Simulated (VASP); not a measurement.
# La2LuN3 (P4/mmm) in VASP: single point with PBE

Aim: the single point of La2LuN3 with PBE.

Program: VASP 6.6.1. These are calculated values, not measurements. Logs are shortened: lines on timing, memory, paths and dates and some standing lists are left out, and cuts for length are marked.

## Step 1: The cell of the first run

It takes space group P4/mmm (No. 123, tetragonal). Conventional cell: a = 5.221 Å, b = 5.221 Å, c = 4.629 Å, α = 90.00°, β = 90.00°, γ = 90.00°. La (site symmetry mmm) has 4 N at 2.31 to 2.61 Å within 3.1 Å. Lu (site symmetry 4/mmm) has 6 N at 2.31 to 2.61 Å within 3.1 Å. Within 3.1 Å of N (site symmetry mmm) lie 2 La at 2.31 Å and 2 Lu at 2.61 Å. N (site symmetry 4/mmm) has 2 Lu at 2.31 Å and 4 La at 2.61 Å within 3.1 Å.

The cell was generated, and may not be a known phase.

## Step 2: Single point, PBE

Input file INCAR:

```
  ALGO = Normal
  EDIFF = 1E-6
  ENCUT = 520
  GGA = PE
  ISIF = 2
  ISMEAR = 0
  LASPH = T
  LCHARG = F
  LREAL = F
  LWAVE = F
  NBANDS = 40
  NELM = 60
  PREC = Accurate
  SIGMA = 0.1
```

Input file KPOINTS:

```
k-points
0
Gamma
  8 8 8
```

Input file POSCAR:

```
La2LuN3
1.0
    5.2205729033      0.0000000000      0.0000000000
    0.0000000000      5.2205729033      0.0000000000
    0.0000000000      0.0000000000      4.6286549101
La Lu N
2 1 3
Direct
    0.5000000000      0.0000000000      0.0000000000
    0.0000000000      0.5000000000      0.0000000000
    0.0000000000      0.0000000000      0.5000000000
    0.5000000000      0.0000000000      0.5000000000
    0.0000000000      0.5000000000      0.5000000000
    0.0000000000      0.0000000000      0.0000000000
```

Potentials or basis: VASP PAW PBE potentials, release 64 (La, Lu, N).

The run is started by

```
> cat potpaw_PBE.64/La/POTCAR potpaw_PBE.64/Lu/POTCAR potpaw_PBE.64/N/POTCAR > POTCAR
> mpirun -np 1 vasp_std > vasp.out
```

OUTCAR:

```text
EDIFF = 1E-6
   ENCUT = 520
   GGA = PE
   ISIF = 2
   ISMEAR = 0
   LASPH = T
   LREAL = F
   NELM = 60
   PREC = Accurate

 ion  position               nearest neighbor table
   1  0.500  0.000  0.000-   4 2.31   4 2.31   6 2.61   6 2.61   3 3.49   3 3.49   3 3.49   3 3.49

   2  0.000  0.500  0.000-   5 2.31   5 2.31   6 2.61   6 2.61   3 3.49   3 3.49   3 3.49   3 3.49

   3  0.000  0.000  0.500-   6 2.31   6 2.31   4 2.61   5 2.61   5 2.61   4 2.61   2 3.49   2 3.49
                             2 3.49   1 3.49   2 3.49   1 3.49   1 3.49   1 3.49
   4  0.500  0.000  0.500-   1 2.31   1 2.31   3 2.61   3 2.61
   5  0.000  0.500  0.500-   2 2.31   2 2.31   3 2.61   3 2.61
   6  0.000  0.000  0.000-   3 2.31   3 2.31   1 2.61   2 2.61   2 2.61   1 2.61

  LATTYP: Found a simple tetragonal cell.
 ALAT       =     5.2205729033
 C/A-ratio  =     0.8866181923

  Lattice vectors:

 A1 = (   5.2205729033,   0.0000000000,   0.0000000000)
 A2 = (   0.0000000000,   5.2205729033,   0.0000000000)
 A3 = (   0.0000000000,   0.0000000000,   4.6286549101)

Analysis of symmetry for initial positions (statically):
=====================================================================
 Subroutine PRICEL returns:
 Original cell was already a primitive cell.

 Routine SETGRP: Setting up the symmetry group for a
 simple tetragonal supercell.

 Subroutine GETGRP returns: Found 16 space group operations
 (whereof 16 operations were pure point group operations)
 out of a pool of 16 trial point group operations.

The static configuration has the point symmetry D_4h.

Analysis of symmetry for dynamics (positions and initial velocities):
=====================================================================
 Subroutine PRICEL returns:
 Original cell was already a primitive cell.

 Routine SETGRP: Setting up the symmetry group for a
 simple tetragonal supercell.

 Subroutine GETGRP returns: Found 16 space group operations
 (whereof 16 operations were pure point group operations)
 out of a pool of 16 trial point group operations.

The dynamic configuration has the point symmetry D_4h.

 Subroutine INISYM returns: Found 16 space group operations
 (whereof 16 operations are pure point group operations),
 and found     1 'primitive' translations

----------------------------------------------------------------------------------------

                                     Primitive cell

  volume of cell :     126.1511

  direct lattice vectors                    reciprocal lattice vectors
     5.220572903  0.000000000  0.000000000     0.191549858  0.000000000  0.000000000
     0.000000000  5.220572903  0.000000000     0.000000000  0.191549858  0.000000000
     0.000000000  0.000000000  4.628654910     0.000000000  0.000000000  0.216045486

  length of vectors
     5.220572903  5.220572903  4.628654910     0.191549858  0.191549858  0.216045486

  position of ions in fractional coordinates (direct lattice)
     0.500000000  0.000000000  0.000000000
     0.000000000  0.500000000  0.000000000
     0.000000000  0.000000000  0.500000000
     0.500000000  0.000000000  0.500000000
     0.000000000  0.500000000  0.500000000
     0.000000000  0.000000000  0.000000000

  ion indices of the primitive-cell ions
   primitive index   ion index
                 1           1
                 2           2
                 3           3
                 4           4
                 5           5
                 6           6

----------------------------------------------------------------------------------------

 KPOINTS: k-points

Automatic generation of k-mesh.
 Grid dimensions read from file:
 generate k-points for:    8    8    8

 Generating k-lattice:

  Cartesian coordinates                     Fractional coordinates (reciprocal lattice)
     0.023943732  0.000000000  0.000000000     0.125000000  0.000000000  0.000000000
     0.000000000  0.023943732  0.000000000     0.000000000  0.125000000  0.000000000
     0.000000000  0.000000000  0.027005686     0.000000000  0.000000000  0.125000000

  Length of vectors
     0.023943732  0.023943732  0.027005686

  Shift w.r.t. Gamma in fractional coordinates (k-lattice)
     0.000000000  0.000000000  0.000000000

 Subroutine IBZKPT returns following result:
 ===========================================

 Found     75 irreducible k-points:

 Following reciprocal coordinates:
            Coordinates               Weight
  0.000000  0.000000  0.000000      1.000000
  0.125000  0.000000  0.000000      4.000000
  0.250000  0.000000  0.000000      4.000000
  0.375000  0.000000  0.000000      4.000000
  0.500000  0.000000  0.000000      2.000000
  0.125000  0.125000  0.000000      4.000000
[... 16 lines left out ...]
  0.375000  0.125000  0.125000     16.000000
  0.500000  0.125000  0.125000      8.000000
 [... further k-points ...]
   k-points           NKPTS =     75   k-points in BZ     NKDIM =     75   number of bands    NBANDS=     40
   number of dos      NEDOS =    301   number of ions     NIONS =      6
   total plane-waves  NPLWV =  57600
   dimension x,y,z NGX =    40 NGY =   40 NGZ =   36
   dimension x,y,z NGXF=    80 NGYF=   80 NGZF=   72
   ions per type =               2   1   3
   NGX,Y,Z   is equivalent  to a cutoff of  12.74, 12.74, 12.93 a.u.
   NGXF,Y,Z  is equivalent  to a cutoff of  25.48, 25.48, 25.86 a.u.
 SYSTEM =  unknown system
   PREC   = accura    normal or accurate (medium, high low for compatibility)
   ISTART =      0    job   : 0-new  1-cont  2-samecut
   ICHARG =      2    charge: 1-file 2-atom 10-const
   ISPIN  =      1    spin polarized calculation?
   LNONCOLLINEAR =      F non collinear calculations
   LSORBIT =      F    spin-orbit coupling
   LASPH  =      T    aspherical Exc in radial PAW
   ENCUT  =  520.0 eV  38.22 Ry    6.18 a.u.   9.71  9.71  8.61*2*pi/ulx,y,z
   NELM   =     60;   NELMIN=  2; NELMDL= -5     # of ELM steps
   EDIFF  = 0.1E-05   stopping-criterion for ELM
   LREAL  =      F    real-space projection
   EDIFFG = 0.1E-04   stopping-criterion for IOM
   NSW    =      0    number of steps for IOM
   IBRION =     -1    ionic relax: 0-MD 1-quasi-New 2-CG
   NFREE  =      0    steps in history (QN), initial steepest desc. (CG)
   ISIF   =      2    stress and relaxation
   ISYM   =      2    0-nonsym 1-usesym 2-fastsym
   POTIM  = 0.5000    time-step for ionic-motion
   TEBEG  =    0.0;   TEEND  =   0.0 temperature during run
   PSTRESS=    0.0 pullay stress
   NELECT =      62.0000    total number of electrons
   NUPDOWN=      -1.0000    fix difference up-down
   EMIN   =  10.00;   EMAX   =-10.00  energy-range for DOS
   EFERMI =   0.00;   METHOD = LEGACY
   ISMEAR =     0;   SIGMA  =   0.10  broadening in eV -4-tet -1-fermi 0-gaus
   EFERMI_NEDOS =   21; number of points for ismear=-14 and -15
   IALGO  =     38    algorithm
   IMIX   =      4    mixing-type and parameters
     AMIX     =   0.40;   BMIX     =  1.00
     AMIX_MAG =   1.60;   BMIX_MAG =  1.00
  volume/ion in A,a.u.               =      21.03       141.88
  Fermi-wavevector in a.u.,A,eV,Ry     =   1.291938  2.441409 22.709537  1.669104
  Thomas-Fermi vector in A             =   2.423677
   LORBIT       =      0    0 simple, 1 ext, 2 COOP (PROOUT), +10 PAW based schemes
   GGA     = PE    functional components
   LHFCALC =     F    Hartree Fock is set to
   AEXX    =    0.0000 exact exchange contribution
   IVDW    =     0    specifies the selected vdW correction
   LEPSILON=     F    determine dielectric tensor
   LRPA    =     F    only Hartree local field effects (RPA)
 non-spin polarized calculation
 Gauss-broadening in eV      SIGMA  =   0.10
  energy-cutoff  :      520.00
  volume of cell :      126.15
 maximum number of plane-waves:      3424
 NGX is ok and might be reduce to    40
   NGX = 19   NGY = 19   NGZ = 17

 number of electron      61.9999997 magnetization

 Free energy of the ion-electron system (eV)
  ---------------------------------------------------
  ext. energy  EPLUGINS =         0.00000000
  ---------------------------------------------------
  free energy    TOTEN  =       -43.75515053 eV

  energy without entropy =      -43.73679148  energy(sigma->0) =      -43.74597101

 E-fermi :   5.2236     XC(G=0):  -9.8036

 val. band max:        5.2207349910   @ k =   0.1250   0.0000   0.1250
 cond. band min:       5.2359283025   @ k =   0.0000   0.0000   0.1250
 fundamental gap:      0.0151933115
 Fermi energy:         5.2235738361

 k-point     1 :       0.0000    0.0000    0.0000
  band No.  band energies     occupation
      1     -50.3317      2.00000
      2     -26.5024      2.00000
      3     -26.3248      2.00000
      4     -21.0497      2.00000
      5     -21.0497      2.00000
      6     -21.0429      2.00000
[... 32 lines left out ...]
     39       8.5837      0.00000
     40       8.7322      0.00000

 k-point     2 :       0.1250    0.0000    0.0000
  band No.  band energies     occupation
      1     -50.3316      2.00000
      2     -26.4957      2.00000
      3     -26.3316      2.00000
      4     -21.0496      2.00000
      5     -21.0494      2.00000
      6     -21.0427      2.00000
[... 32 lines left out ...]
     39       8.5111      0.00000
     40       8.7100      0.00000

 k-point     3 :       0.2500    0.0000    0.0000
  band No.  band energies     occupation
      1     -50.3316      2.00000
      2     -26.4767      2.00000
      3     -26.3511      2.00000
      4     -21.0495      2.00000
      5     -21.0487      2.00000
      6     -21.0421      2.00000
[... 853 lines left out ...]
  band No.  band energies     occupation
      1     -50.3316      2.00000
      2     -26.4434      2.00000
      3     -26.3803      2.00000
      4     -21.0512      2.00000
      5     -21.0489      2.00000
      6     -21.0462      2.00000
[... 32 lines left out ...]
     39       8.4227      0.00000
     40       8.5895      0.00000

 k-point    24 :       0.5000    0.1250    0.1250
  band No.  band energies     occupation
      1     -50.3316      2.00000
      2     -26.4119      2.00000
      3     -26.4118      2.00000
      4     -21.0503      2.00000
      5     -21.0492      2.00000
      6     -21.0468      2.00000
[... 32 lines left out ...]
     39       8.4353      0.00000
     40       8.6043      0.00000

 [... further k-points ...]

------------------------ aborting loop because EDIFF is reached ----------------------------------------

  FORCE on cell =-STRESS in cart. coord.  units (eV):
  Direction    XX          YY          ZZ          XY          YZ          ZX
  --------------------------------------------------------------------------------------
  -------------------------------------------------------------------------------------
  Total       -0.0297460     -0.0297460      0.1902124      0.0000000      0.0000000      0.0000000
  in kB       -0.3777878     -0.3777878      2.4157844      0.0000000      0.0000000      0.0000000
  external PRESSURE =       0.5534030 kB  Pullay stress =       0.0000000 kB

 VOLUME and BASIS-vectors are now :
 -----------------------------------------------------------------------------
  energy-cutoff  :      520.00
  volume of cell :      126.15
      direct lattice vectors                 reciprocal lattice vectors
     5.220572903  0.000000000  0.000000000     0.191549858  0.000000000  0.000000000
     0.000000000  5.220572903  0.000000000     0.000000000  0.191549858  0.000000000
     0.000000000  0.000000000  4.628654910     0.000000000  0.000000000  0.216045486

 POSITION                                       TOTAL-FORCE (eV/Angst)
 -----------------------------------------------------------------------------------
      2.61029      0.00000      0.00000         0.000000      0.000000      0.000000
      0.00000      2.61029      0.00000         0.000000      0.000000      0.000000
      0.00000      0.00000      2.31433         0.000000      0.000000      0.000000
      2.61029      0.00000      2.31433         0.000000      0.000000      0.000000
      0.00000      2.61029      2.31433         0.000000      0.000000      0.000000
      0.00000      0.00000      0.00000         0.000000      0.000000      0.000000
 -----------------------------------------------------------------------------------
    total drift:                               -0.000000     -0.000000      0.000000

  FREE ENERGIE OF THE ION-ELECTRON SYSTEM (eV)
  ---------------------------------------------------
  free  energy   TOTEN  =       -43.7551505308 eV

  energy  without entropy=      -43.7367914849  energy(sigma->0) =      -43.74597101
```

It took 8.6 min on 1 thread of AMD EPYC 7R13, shared host; peak memory 0.52 GiB.

Results:

| Item | Value |
| --- | --- |
| Free energy | -43.7552 eV |
| Pressure | 0.1 GPa |
| Band gap on the k mesh | zero (bands 31 and 32 overlap by 1.19 eV) |

Caveat: spin-orbit coupling is left out, which moves the levels of the heavy elements.
